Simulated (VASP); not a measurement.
# GaN in VASP: single point with PBE

Aim: the single point of GaN with PBE.

Program: VASP 6.6.1. These are calculated values, not measurements. Logs are shortened: lines on timing, memory, paths and dates and some standing lists are left out, and cuts for length are marked.

## Step 1: The cell of the first run

The cell holds a sheet with vacuum, 2 atoms: a = 3.212 Å, b = 3.212 Å, c = 23.800 Å, α = 90.00°, β = 90.00°, γ = 120.00°.

## Step 2: Single point, PBE

Contents of INCAR:

```
SYSTEM = GaN
ALGO     = Normal         ! electronic algorithm
DIPOL    = 0.5 0.5 0.294
EDIFF    = 1E-6           ! SCF threshold, eV
ENCUT    = 520            ! plane-wave cutoff, eV
GGA      = PE             ! functional
GGA_COMPAT= .False.      
IDIPOL   = 3            
ISIF     = 2              ! what is computed and relaxed
ISMEAR   = 0              ! smearing method
LASPH    = .True.         ! aspherical terms in the spheres
LCHARG   = .False.        ! write CHGCAR
LDIPOL   = .True.       
LREAL    = .False.        ! projectors in reciprocal space
LWAVE    = .False.        ! write WAVECAR
NBANDS   = 16             ! bands
NELM     = 120            ! most SCF steps
NELMDL   = -8           
PREC     = Accurate       ! precision mode
SIGMA    = 0.03           ! smearing width, eV
```

Contents of KPOINTS:

```
k-points
0
Gamma
  12 12 1
  0 0 0
```

Contents of POSCAR:

```
GaN
1.0
    3.2119317496      0.0000000000      0.0000000000
   -1.6059658748      2.7816144904      0.0000000000
    0.0000000000      0.0000000000     23.8000000000
Ga N
1 1
Direct
    0.3333333333      0.6666666667      0.2941176471
    0.6666666667      0.3333333333      0.2941176471
```

Potentials or basis: VASP PAW PBE potentials, release 64 (Ga_d, N).

Run with:

```console
cat potpaw_PBE.64/Ga_d/POTCAR potpaw_PBE.64/N/POTCAR > POTCAR
mpirun -np 1 vasp_std > vasp.out
```

OUTCAR:

```text
SYSTEM = GaN
   EDIFF = 1E-6
   ENCUT = 520
   GGA = PE
   ISIF = 2
   ISMEAR = 0
   LASPH = .True.
   LREAL = .False.
   NELM = 120
   NELMDL = -8
   PREC = Accurate

 ion  position               nearest neighbor table
   1  0.333  0.667  0.294-   2 1.85   2 1.85   2 1.85
   2  0.667  0.333  0.294-   1 1.85   1 1.85   1 1.85

  LATTYP: Found a hexagonal cell.
 ALAT       =     3.2119317496
 C/A-ratio  =     7.4098710232

  Lattice vectors:

 A1 = (   3.2119317496,   0.0000000000,   0.0000000000)
 A2 = (  -1.6059658748,   2.7816144904,   0.0000000000)
 A3 = (   0.0000000000,   0.0000000000,  23.8000000000)

Analysis of symmetry for initial positions (statically):
=====================================================================
 Subroutine PRICEL returns:
 Original cell was already a primitive cell.

 Routine SETGRP: Setting up the symmetry group for a
 hexagonal supercell.

 Subroutine GETGRP returns: Found 12 space group operations
 (whereof  6 operations were pure point group operations)
 out of a pool of 24 trial point group operations.

The static configuration has the point symmetry C_3v.
 The point group associated with its full space group is D_3h.

Analysis of symmetry for dynamics (positions and initial velocities):
=====================================================================
 Subroutine PRICEL returns:
 Original cell was already a primitive cell.

 Routine SETGRP: Setting up the symmetry group for a
 hexagonal supercell.

 Subroutine GETGRP returns: Found 12 space group operations
 (whereof  6 operations were pure point group operations)
 out of a pool of 24 trial point group operations.

The dynamic configuration has the point symmetry C_3v.
 The point group associated with its full space group is D_3h.

 Subroutine INISYM returns: Found 12 space group operations
 (whereof  6 operations are pure point group operations),
 and found     1 'primitive' translations

----------------------------------------------------------------------------------------

                                     Primitive cell

  volume of cell :     212.6377

  direct lattice vectors                    reciprocal lattice vectors
     3.211931750  0.000000000  0.000000000     0.311339119  0.179751724  0.000000000
    -1.605965875  2.781614490  0.000000000     0.000000000  0.359503448  0.000000000
     0.000000000  0.000000000 23.800000000     0.000000000  0.000000000  0.042016807

  length of vectors
     3.211931750  3.211931750 23.800000000     0.359503448  0.359503448  0.042016807

  position of ions in fractional coordinates (direct lattice)
     0.333333333  0.666666667  0.294117647
     0.666666667  0.333333333  0.294117647

  ion indices of the primitive-cell ions
   primitive index   ion index
                 1           1
                 2           2

----------------------------------------------------------------------------------------

 KPOINTS: k-points

Automatic generation of k-mesh.
 Grid dimensions read from file:
 generate k-points for:   12   12    1

 Generating k-lattice:

  Cartesian coordinates                     Fractional coordinates (reciprocal lattice)
     0.025944927  0.014979310  0.000000000     0.083333333  0.000000000  0.000000000
     0.000000000  0.029958621  0.000000000     0.000000000  0.083333333  0.000000000
     0.000000000  0.000000000  0.042016807     0.000000000  0.000000000  1.000000000

  Length of vectors
     0.029958621  0.029958621  0.042016807

  Shift w.r.t. Gamma in fractional coordinates (k-lattice)
     0.000000000  0.000000000  0.000000000

 Subroutine IBZKPT returns following result:
 ===========================================

 Found     19 irreducible k-points:

 Following reciprocal coordinates:
            Coordinates               Weight
  0.000000  0.000000  0.000000      1.000000
  0.083333 -0.000000  0.000000      6.000000
  0.166667 -0.000000  0.000000      6.000000
  0.250000 -0.000000  0.000000      6.000000
  0.333333 -0.000000  0.000000      6.000000
  0.416667 -0.000000  0.000000      6.000000
[... 11 lines left out ...]
  0.333333  0.250000  0.000000     12.000000
  0.333333  0.333333  0.000000      2.000000
   k-points           NKPTS =     19   k-points in BZ     NKDIM =     19   number of bands    NBANDS=     16
   number of dos      NEDOS =    301   number of ions     NIONS =      2
   total plane-waves  NPLWV = 103680
   dimension x,y,z NGX =    24 NGY =   24 NGZ =  180
   dimension x,y,z NGXF=    48 NGYF=   48 NGZF=  360
   ions per type =               1   1
   NGX,Y,Z   is equivalent  to a cutoff of  12.42, 12.42, 12.57 a.u.
   NGXF,Y,Z  is equivalent  to a cutoff of  24.84, 24.84, 25.15 a.u.
 SYSTEM =  GaN
   PREC   = accura    normal or accurate (medium, high low for compatibility)
   ISTART =      0    job   : 0-new  1-cont  2-samecut
   ICHARG =      2    charge: 1-file 2-atom 10-const
   ISPIN  =      1    spin polarized calculation?
   LNONCOLLINEAR =      F non collinear calculations
   LSORBIT =      F    spin-orbit coupling
   LASPH  =      T    aspherical Exc in radial PAW
   ENCUT  =  520.0 eV  38.22 Ry    6.18 a.u.   5.97  5.97 44.25*2*pi/ulx,y,z
   NELM   =    120;   NELMIN=  2; NELMDL= -8     # of ELM steps
   EDIFF  = 0.1E-05   stopping-criterion for ELM
   LREAL  =      F    real-space projection
   EDIFFG = 0.1E-04   stopping-criterion for IOM
   NSW    =      0    number of steps for IOM
   IBRION =     -1    ionic relax: 0-MD 1-quasi-New 2-CG
   NFREE  =      0    steps in history (QN), initial steepest desc. (CG)
   ISIF   =      2    stress and relaxation
   ISYM   =      2    0-nonsym 1-usesym 2-fastsym
   POTIM  = 0.5000    time-step for ionic-motion
   TEBEG  =    0.0;   TEEND  =   0.0 temperature during run
   PSTRESS=    0.0 pullay stress
   NELECT =      18.0000    total number of electrons
   NUPDOWN=      -1.0000    fix difference up-down
   EMIN   =  10.00;   EMAX   =-10.00  energy-range for DOS
   EFERMI =   0.00;   METHOD = LEGACY
   ISMEAR =     0;   SIGMA  =   0.03  broadening in eV -4-tet -1-fermi 0-gaus
   EFERMI_NEDOS =   21; number of points for ismear=-14 and -15
   IALGO  =     38    algorithm
   IMIX   =      4    mixing-type and parameters
     AMIX     =   0.40;   BMIX     =  1.00
     AMIX_MAG =   1.60;   BMIX_MAG =  1.00
  volume/ion in A,a.u.               =     106.32       717.47
  Fermi-wavevector in a.u.,A,eV,Ry     =   0.718818  1.358369  7.030121  0.516699
  Thomas-Fermi vector in A             =   1.807854
   LORBIT       =      0    0 simple, 1 ext, 2 COOP (PROOUT), +10 PAW based schemes
   GGA     = PE    functional components
   LHFCALC =     F    Hartree Fock is set to
   AEXX    =    0.0000 exact exchange contribution
   IVDW    =     0    specifies the selected vdW correction
   LEPSILON=     F    determine dielectric tensor
   LRPA    =     F    only Hartree local field effects (RPA)
 non-spin polarized calculation
 Gauss-broadening in eV      SIGMA  =   0.03
  energy-cutoff  :      520.00
  volume of cell :      212.64
 maximum number of plane-waves:      5784
 NGX is ok and might be reduce to    24
   NGX = 11   NGY = 11   NGZ = 89

 dipolmoment           0.000000      0.000000     -0.000013 electrons x Angstroem

 number of electron      17.9999983 magnetization

 dipolmoment           0.000000      0.000000      0.000004 electrons x Angstroem

 Free energy of the ion-electron system (eV)
  ---------------------------------------------------
  ext. energy  EPLUGINS =         0.00000000
  ---------------------------------------------------
  free energy    TOTEN  =       -11.45468686 eV

  energy without entropy =      -11.45468686  energy(sigma->0) =      -11.45468686

 E-fermi :  -4.0037     XC(G=0):  -1.8545

 val. band max:       -4.1956378553   @ k =   0.3333   0.3333   0.0000
 cond. band min:      -2.0389952812   @ k =   0.0000   0.0000   0.0000
 fundamental gap:      2.1566425740
 Fermi energy:        -4.0037278969

 k-point     1 :       0.0000    0.0000    0.0000
  band No.  band energies     occupation
      1     -19.4593      2.00000
      2     -17.5592      2.00000
      3     -17.5592      2.00000
      4     -17.3226      2.00000
      5     -17.3226      2.00000
      6     -16.6506      2.00000
[... 8 lines left out ...]
     15       2.4578      0.00000
     16       2.7859      0.00000

 k-point     2 :       0.0833   -0.0000    0.0000
  band No.  band energies     occupation
      1     -19.4069      2.00000
      2     -17.5632      2.00000
      3     -17.5398      2.00000
      4     -17.3310      2.00000
      5     -17.3238      2.00000
      6     -16.6128      2.00000
[... 8 lines left out ...]
     15       2.6088      0.00000
     16       2.8662      0.00000

 k-point     3 :       0.1667   -0.0000    0.0000
  band No.  band energies     occupation
      1     -19.2678      2.00000
      2     -17.5677      2.00000
      3     -17.4860      2.00000
      4     -17.3537      2.00000
      5     -17.3271      2.00000
      6     -16.4941      2.00000
[... 8 lines left out ...]
     15       3.0396      0.00000
     16       3.0913      0.00000

 k-point     4 :       0.2500   -0.0000    0.0000
  band No.  band energies     occupation
      1     -19.0929      2.00000
      2     -17.5579      2.00000
      3     -17.4106      2.00000
      4     -17.3840      2.00000
      5     -17.3317      2.00000
      6     -16.2797      2.00000
[... 8 lines left out ...]
     15       3.4740      0.00000
     16       3.6335      0.00000
[... 229 lines left out ...]
 k-point    17 :       0.2500    0.2500    0.0000
  band No.  band energies     occupation
      1     -18.8013      2.00000
      2     -17.5465      2.00000
      3     -17.4240      2.00000
      4     -17.3593      2.00000
      5     -17.2730      2.00000
      6     -15.4602      2.00000
[... 8 lines left out ...]
     15       5.2690      0.00000
     16       5.3229      0.00000

 k-point    18 :       0.3333    0.2500    0.0000
  band No.  band energies     occupation
      1     -18.7567      2.00000
      2     -17.5389      2.00000
      3     -17.4277      2.00000
      4     -17.3677      2.00000
      5     -17.2605      2.00000
      6     -15.2136      2.00000
[... 8 lines left out ...]
     15       6.1689      0.00000
     16       6.2749      0.00000

 k-point    19 :       0.3333    0.3333    0.0000
  band No.  band energies     occupation
      1     -18.7375      2.00000
      2     -17.5421      2.00000
      3     -17.4252      2.00000
      4     -17.3745      2.00000
      5     -17.2598      2.00000
      6     -15.1123      2.00000
[... 8 lines left out ...]
     15       6.9254      0.00000
     16       7.3055      0.00000

------------------------ aborting loop because EDIFF is reached ----------------------------------------

 vacuum level on the upper side and lower side of the slab       (xc-potential included)        -0.009        -0.009

  FORCE on cell =-STRESS in cart. coord.  units (eV):
  Direction    XX          YY          ZZ          XY          YZ          ZX
  --------------------------------------------------------------------------------------
  -------------------------------------------------------------------------------------
  Total       -0.0480174     -0.0480174     -0.0146602      0.0000000      0.0000000      0.0000000
  in kB       -0.3618003     -0.3618003     -0.1104613      0.0000000      0.0000000      0.0000000
  external PRESSURE =      -0.2780206 kB  Pullay stress =       0.0000000 kB

 VOLUME and BASIS-vectors are now :
 -----------------------------------------------------------------------------
  energy-cutoff  :      520.00
  volume of cell :      212.64
      direct lattice vectors                 reciprocal lattice vectors
     3.211931750  0.000000000  0.000000000     0.311339119  0.179751724  0.000000000
    -1.605965875  2.781614490  0.000000000     0.000000000  0.359503448  0.000000000
     0.000000000  0.000000000 23.800000000     0.000000000  0.000000000  0.042016807

 POSITION                                       TOTAL-FORCE (eV/Angst)
 -----------------------------------------------------------------------------------
     -0.00000      1.85441      7.00000         0.000000     -0.000000     -0.000000
      1.60597      0.92720      7.00000        -0.000000      0.000000      0.000000
 -----------------------------------------------------------------------------------
    total drift:                                0.000006     -0.000004      0.000281

  FREE ENERGIE OF THE ION-ELECTRON SYSTEM (eV)
  ---------------------------------------------------
  free  energy   TOTEN  =       -11.4546868627 eV

  energy  without entropy=      -11.4546868627  energy(sigma->0) =      -11.45468686

 vacuum level on the upper side and lower side of the slab         1.091         1.092
```

Run time: 74 s. Hardware: 1 thread of AMD EPYC 9R45 (Zen 5), shared host; peak memory 0.28 GiB.

What came out:

```
Free energy            : -11.4547 eV
Band gap on the k mesh : 2.16 eV (least direct gap 2.47 eV)
```
